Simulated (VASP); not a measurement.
Write the native input for VASP 6.6.1 that does the following.

* Task: single point
* Functional: PBE
* Potentials or basis: VASP PAW PBE potentials, release 64 (Hf_pv, Si, O)
* Cutoff: 520 eV
* k mesh: 6 × 6 × 4
* Occupations: gaussian, width 0.02 eV
* Spin: no spin polarisation
* Dipole correction: no
* Further INCAR settings: ALGO = Normal; EDIFF = 1e-06; NBANDS = 47

The structure of HfSi3O8 lies in POSCAR:

```
HfSi3O8
1.0
    5.4684765564      0.0000000000      0.0000000000
   -2.7342382782      4.7358396179      0.0000000000
    0.0000000000      0.0000000000      9.3148748263
Hf Si O
1 3 8
Direct
    0.6666666667      0.3333333333      0.9270553535
    0.3333333333      0.6666666667      0.4355635025
    0.3333333333      0.6666666667      0.0887139603
    0.6666666667      0.3333333333      0.5406769543
    0.0204051469      0.5102025734      0.0227229814
    0.4998355976      0.9996711952      0.4876683404
    0.4998355976      0.5001644024      0.4876683404
    0.4897974266      0.5102025734      0.0227229814
    0.6666666667      0.3333333333      0.7150812878
    0.3333333333      0.6666666667      0.2617349766
    0.0003288048      0.5001644024      0.4876683404
    0.4897974266      0.9795948531      0.0227229814
```

The input as run:

INCAR

```
SYSTEM = HfSi3O8
PREC = Accurate
ENCUT = 520
EDIFF = 1E-6
ISMEAR = 0
SIGMA = 0.02
LREAL = .FALSE.
LASPH = .TRUE.
NELM = 80
ALGO = Normal
ISIF = 2
LWAVE = .FALSE.
LCHARG = .FALSE.
GGA = PE
NBANDS = 47
```

KPOINTS

```
regular mesh
0
G
  6 6 4
  0 0 0
```

Potentials or basis: VASP PAW PBE potentials, release 64 (Hf_pv, Si, O).

Launch:

```bash
$ cat potpaw_PBE.64/Hf_pv/POTCAR potpaw_PBE.64/Si/POTCAR potpaw_PBE.64/O/POTCAR > POTCAR
$ mpirun -np 1 vasp_std > vasp.out
```

It gave:

```
Pressure               : -0.3 GPa
Largest force          : 0.209 eV/Å
Band gap on the k mesh : 4.48 eV
```

Caveat: spin-orbit coupling is left out, which moves the levels of the heavy elements.

It took 7.1 min on 1 thread of Intel Xeon 8259CL, with other jobs on the host, peak memory 0.49 GiB.
